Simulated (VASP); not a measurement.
# TiC: single point with r2SCAN+D4

TiC:

```
Ti C
1.0
     0.00000    2.15912    2.15912
     2.15912    0.00000    2.15912
     2.15912    2.15912    0.00000
Ti C
1 1
Cartesian
  0.0000 0.0000 0.0000
  2.1591 2.1591 2.1591
```

```json
{"Program": "VASP 6.6.1", "Task": "single point", "Functional": "r2SCAN", "Dispersion": "D4", "Potentials or basis": "VASP PAW PBE potentials, release 64 (Ti_sv, C_h)", "Cutoff": "910 eV", "k mesh": "11 × 11 × 11", "Occupations": "fermi-dirac, width 0.05 eV", "Spin": "no spin polarisation", "Dipole correction": "no", "Second run": "hard_potentials", "Further INCAR settings": "ALGO = Normal; EDIFF = 1e-06; NBANDS = 15"}
```

```yaml
Pressure: 0.9 GPa
Band_gap_on_the_k_mesh: zero (band 8 reaches 10.81 eV, above the bottom of band 9 at 9.47 eV)
Dispersion_energy_per_atom: -0.104 eV
```

Levels at points of the mesh, in eV from the Fermi level:
```csv
k point,band 6,band 7,band 8,band 9,band 10,band 11
"(0.00, 0.00, 0.00)",0.79,0.79,0.79,1.60,1.60,1.60
```

Run time: 4.3 min on 1 thread of AMD EPYC 7R43 64-Core Processor (Zen 3), with other jobs on the host, peak memory 0.16 GiB.

Caveat: the cutoff is under 1.25 times the usual one of these potentials, so pressure, stress and relaxed cells hold a basis-set (Pulay) error; the PAW data sets were made with another functional, which shifts forces and pressure a little; pairwise dispersion overbinds metals, which lowers pressure and volume.
